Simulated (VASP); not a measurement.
Sr2Be: relaxation of cell and atoms with PBE

The system is Sr2Be.

```
Sr Be
1.0
     0.00000    4.18677    4.18677
     4.18677    0.00000    4.18677
     4.18677    4.18677    0.00000
Sr Be
4 2
Direct
  0.62500 0.62500 0.62500
  0.12500 0.62500 0.62500
  0.62500 0.62500 0.12500
  0.62500 0.12500 0.62500
  0.00000 0.00000 0.00000
  0.25000 0.25000 0.25000
```

```
Program                : VASP 6.6.1
Task                   : relaxation of cell and atoms
Functional             : PBE
Potentials or basis    : VASP PAW PBE potentials, release 64 (Sr_sv, Be)
Cutoff                 : 600 eV
k mesh                 : 4 × 4 × 4
Occupations            : gaussian, width 0.1 eV
Spin                   : no spin polarisation
Dipole correction      : no
Further INCAR settings : ALGO = Normal; EDIFF = 1e-07; IBRION = 2; EDIFFG = -0.04; NSW = 90; ISIF = 3
```

```json
{
  "Relaxed volume": "40.24 Å³/atom",
  "Relaxed cell": "a = 6.990 Å, b = 6.990 Å, c = 6.990 Å, α = 60.00°, β = 60.00°, γ = 60.00°",
  "Space group after relaxing (to 0.1 Å)": "Fd-3m (No. 227)",
  "Energy gained by relaxing": "400.0 meV/atom",
  "Ionic steps": "6",
  "Pressure after relaxing": "0.1 GPa",
  "Band gap on the k mesh": "zero (bands 22 and 23 overlap by 0.24 eV)"
}
```

The path:
| step | energy change (eV) | largest force (eV/Å) | pressure (GPa) | volume (Å³) |
| --- | --- | --- | --- | --- |
| 1 | 0.0000 | 0.0000 | 12.00 | 146.78 |
| 2 | -1.8897 | 0.0000 | 3.66 | 189.26 |
| 3 | -2.3261 | 0.0000 | 1.09 | 220.69 |
| 4 | -2.1905 | 0.0000 | -1.10 | 293.61 |
| 5 | -2.3992 | 0.0000 | -0.38 | 250.04 |
| 6 | -2.4002 | 0.0000 | 0.12 | 241.46 |

Final structure:
```yaml
crystal:
  lattice:
    - [0.00000, 4.94243, 4.94243]
    - [4.94243, 0.00000, 4.94243]
    - [4.94243, 4.94243, 0.00000]
  atoms:
    - { symbol: Sr, position: [0.62500, 0.62500, 0.62500] }
    - { symbol: Sr, position: [0.12500, 0.62500, 0.62500] }
    - { symbol: Sr, position: [0.62500, 0.62500, 0.12500] }
    - { symbol: Sr, position: [0.62500, 0.12500, 0.62500] }
    - { symbol: Be, position: [0.00000, 0.00000, 0.00000] }
    - { symbol: Be, position: [0.25000, 0.25000, 0.25000] }
```

Levels at points of the mesh, in eV from the Fermi level:
```csv
k point,band 18,band 19,band 20,band 21,band 22,band 23,band 24,band 25,band 26
"(0.00, 0.00, 0.00)",-1.84,-1.02,-0.51,-0.51,-0.51,-0.06,-0.06,-0.06,0.95
"(0.50, 0.00, 0.00)",-2.77,-1.65,-0.13,-0.13,-0.11,0.02,0.02,0.70,1.11
"(0.50, 0.50, 0.00)",-2.69,-1.08,-1.08,-0.71,-0.71,0.63,0.63,0.76,0.76
```

Run time: 2.8 min on 1 thread of Intel(R) Xeon(R) 6975P-C (Granite Rapids) (shared host), peak memory 0.34 GiB.

Caveat: the volume moved by over 15 % at a fixed basis, so the end points are rough.
